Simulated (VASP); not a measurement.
PIr (rocksalt type), 2 atoms in the cell. It takes space group Fm-3m (No. 225, cubic). Conventional cell: a = 4.930 Å, b = 4.930 Å, c = 4.930 Å, α = 90.00°, β = 90.00°, γ = 90.00°. Ir (site symmetry m-3m) has 6 P at 2.46 Å within 3.3 Å. P (site symmetry m-3m) has 6 Ir at 2.46 Å within 3.3 Å. 

- Program: VASP 6.6.1
- Task: single point
- Functional: LDA
- Potentials or basis: VASP PAW LDA potentials, release 64 (Ir, P)
- Cutoff: 520 eV
- k mesh: 13 × 13 × 13
- Occupations: fermi-dirac, width 0.05 eV
- Spin: no spin polarisation
- Dipole correction: no
- Further INCAR settings: ALGO = Normal; EDIFF = 1e-06; NBANDS = 14

Potentials or basis: VASP PAW LDA potentials, release 64 (Ir, P).

Launch:

```sh
$ cat potpaw_LDA.64/Ir/POTCAR potpaw_LDA.64/P/POTCAR > POTCAR
$ mpirun -np 1 vasp_std > vasp.out
```

Hardware: 1 thread of AMD EPYC 9R45 96-Core Processor (Zen 5) (shared host).

Task: Estimate the wall time of this run.

Result: It took 21 s on 1 thread of AMD EPYC 9R45 96-Core Processor (Zen 5), with other jobs on the host, peak memory 0.14 GiB. Counts: scf iterations 12, k points 84.
